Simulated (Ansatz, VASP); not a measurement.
# ReP2: VASP beside Ansatz

```
CELL_PARAMETERS angstrom
3.69875 0.00000 0.00000
0.00000 3.69875 0.00000
0.00000 0.00000 4.87586
ATOMIC_POSITIONS crystal
Re 0.00000 0.00000 0.62765
P 0.00000 0.50000 0.91918
P 0.50000 0.00000 0.91918
```

Alike in both runs: task single point; functional PBE; k mesh 6 × 6 × 4; occupations gaussian, width 0.1 eV; no spin polarisation.

```csv
,VASP,Ansatz
version,VASP 6.6.1,Ansatz 0.2.0
potentials or method,"VASP PAW PBE potentials, release 64 (Re_sv_GW, P), cutoff 560 eV","scalar-relativistic, plane waves, PAW"
valence electrons in the cell,25,25
```

```csv
,VASP,Ansatz,Ansatz less VASP
gap on the k mesh at the Fermi level (eV),none,none,-
pressure (GPa),-4.4,-3.9,+0.42
"traceless stress, the component that is largest in VASP (GPa)",-2.89,-2.93,-0.045
rms of the force components (eV/Å),0.011,0.005,-0.0059
```

Atom by atom the forces differ by 0.015 eV/Å (rms over components). A gap of «none» marks a metal or a gap that the smearing closes.

Neither program's run includes spin-orbit coupling.
